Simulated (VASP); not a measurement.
BeGa2C2, 5 atoms in the cell. It takes space group I4/mmm (No. 139, tetragonal). Conventional cell: a = 3.944 Å, b = 3.944 Å, c = 9.129 Å, α = 90.00°, β = 90.00°, γ = 90.00°. Within 4.0 Å of Be (site symmetry 4/mmm) lie 8 Ga at 3.02 Å and 10 C at 3.06 to 3.31 Å and 4 Be at 3.94 Å. Ga (site symmetry -4m2) has 4 C at 2.22 Å and 4 Ga at 2.79 Å within 2.9 Å. Within 2.9 Å of C (site symmetry 4mm) lie 4 Ga at 2.22 Å and 1 C at 2.51 Å. The cell was generated, and may not be a known phase.

| Item | Value |
| --- | --- |
| Program | VASP 6.6.1 |
| Task | relaxation of cell and atoms |
| Functional | PBE |
| Potentials or basis | VASP PAW PBE potentials, release 64 (Be, Ga_d, C) |
| Cutoff | 600 eV |
| k mesh | 6 × 6 × 6 |
| Occupations | gaussian, width 0.1 eV |
| Spin | no spin polarisation |
| Dipole correction | no |
| Further INCAR settings | ALGO = Normal; EDIFF = 1e-06; IBRION = 2; EDIFFG = -0.04; NSW = 90; ISIF = 3 |

Potentials or basis: VASP PAW PBE potentials, release 64 (Be, Ga_d, C).

Run with:

```sh
$ cat potpaw_PBE.64/Be/POTCAR potpaw_PBE.64/Ga_d/POTCAR potpaw_PBE.64/C/POTCAR > POTCAR
$ mpirun -np 1 vasp_std > vasp.out
```

Hardware: 1 thread of Oxide Virtual Turin-like Processor, with other jobs on the host.

Q: Estimate the wall time of this run.

A: Run time: 28 min on 1 thread of Oxide Virtual Turin-like Processor, with other jobs on the host, peak memory 0.35 GiB. Counts: scf iterations 170, k points 30, ion steps 22.
